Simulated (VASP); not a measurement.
Set up this calculation in VASP 6.6.1, as the native input.

```yaml
Task: density of states
Functional: LDA
Potentials_or_basis: VASP PAW LDA potentials, release 64 (Sn_d, O)
Cutoff: 520 eV
k_mesh: 5 × 3 × 4
Occupations: fermi-dirac, width 0.05 eV
Spin: no spin polarisation
Dipole_correction: no
k_mesh_for_the_DOS: 8 × 5 × 6
Occupations_for_the_DOS: tetrahedron
Further_INCAR_settings: ALGO = Normal; EDIFF = 1e-07; NBANDS = 28
```

Crystal: SnO.

```
Sn O
1.0
     3.35500    0.00000    0.00000
     0.00000    5.67410    0.00000
     0.00000    0.00000    4.22197
Sn O
2 2
Direct
  0.50000 0.76809 0.01314
  0.00000 0.23191 0.51314
  0.50000 0.10875 0.23686
  0.00000 0.89125 0.73686
```

These files were run (other wordings do the same):

POSCAR

```
SnO
1.0
    3.3550050000      0.0000000000      0.0000000000
    0.0000000000      5.6741040000      0.0000000000
    0.0000000000      0.0000000000      4.2219700000
Sn O
2 2
Direct
    0.5000000000      0.7680910000      0.0131440000
    0.0000000000      0.2319090000      0.5131440000
    0.5000000000      0.1087500000      0.2368570000
    0.0000000000      0.8912500000      0.7368570000
```

INCAR.step1

```
  PREC = Accurate
  ENCUT = 520
  EDIFF = 1E-7
  ISMEAR = -1
  SIGMA = 0.05
  LREAL = F
  LASPH = T
  NELM = 100
  ALGO = Normal
  ISIF = 2
  LWAVE = F
  LCHARG = T
  NBANDS = 28
```

KPOINTS.step1

```
Automatic mesh
0
Gamma
  5 3 4
```

INCAR.step2

```
  PREC = Accurate
  ENCUT = 520
  EDIFF = 1E-7
  ISMEAR = -5
  SIGMA = 0.05
  LREAL = F
  LASPH = T
  NELM = 100
  ALGO = Normal
  ISIF = 2
  LWAVE = F
  LCHARG = F
  LORBIT = 11
  NBANDS = 28
  NEDOS = 1001
  ICHARG = 11
```

KPOINTS.step2

```
Automatic mesh
0
Gamma
  8 5 6
```

Potentials or basis: VASP PAW LDA potentials, release 64 (Sn_d, O).

Command:

```console
$ cat potpaw_LDA.64/Sn_d/POTCAR potpaw_LDA.64/O/POTCAR > POTCAR
$ cp INCAR.step1 INCAR
$ cp KPOINTS.step1 KPOINTS
$ mpirun -np 1 vasp_std > vasp.out
$ cp INCAR.step2 INCAR
$ cp KPOINTS.step2 KPOINTS
$ mpirun -np 1 vasp_std > vasp.out
```

It gave:

| Quantity | Value |
| --- | --- |
| Valence electrons inside the program's atomic spheres | Sn 12.16; O 4.95 |

Caveat: spin-orbit coupling is left out, which moves the levels of the heavy elements.

Wall time 88 s on 1 thread of Intel(R) Xeon(R) Platinum 8488C (Sapphire Rapids), on a shared host, peak memory 0.22 GiB.
